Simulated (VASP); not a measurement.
Input of a VASP 6.6.1 run:

File INCAR:

```
ALGO = Fast
EDIFF = 1E-6
ENCUT = 520
GGA = PE
ISIF = 2
ISMEAR = 0
IVDW = 12
LASPH = True
LCHARG = True
LELF = True
LREAL = False
LVHAR = True
LWAVE = False
NBANDS = 49
NELM = 60
PREC = Accurate
SIGMA = 0.15
```

KPOINTS

```
k-points
0
Gamma
  14 14 3
```

POSCAR

```
MoS2
1.0
   -1.5671157456     -2.7143240927      0.0000000000
    1.5671157456     -2.7143240927      0.0000000000
    0.0000000000     -3.1667114415     19.8649660373
Mo S
3 6
Direct
    0.5628216952      0.5628216952      0.7494485226
    0.2458906777      0.2458906777      0.1499016954
    0.4043561864      0.4043561864      0.4496751090
    0.6906306045      0.6906306045      0.5303475351
   -0.1509038867     -0.1509038867      0.8301209487
    0.5321650957      0.5321650957      0.2305741216
    0.9596162596      0.9596162596      0.0692292693
    0.1180817683      0.1180817683      0.3690026829
    0.2765472771      0.2765472771      0.6687760964
```

Potentials or basis: VASP PAW PBE potentials, release 64 (Mo_sv, S).

The run is started by

```sh
$ cat potpaw_PBE.64/Mo_sv/POTCAR potpaw_PBE.64/S/POTCAR > POTCAR
$ mpirun -np 1 vasp_std > vasp.out
```

Question: Predict the pressure.

Answer: -0.1 GPa.

Question: What does it give for the dispersion energy per atom?

Answer: -0.417 eV.

Question: What does it give for the largest force?

Answer: 0.097 eV/Å.

Stress tensor (GPa, compression positive):
```
 0.00  0.00  0.00
 0.00  0.00  0.00
 0.00  0.00 -0.24
```

Caveat: the cell differs from its parent crystal (the part above a cut slid along it).
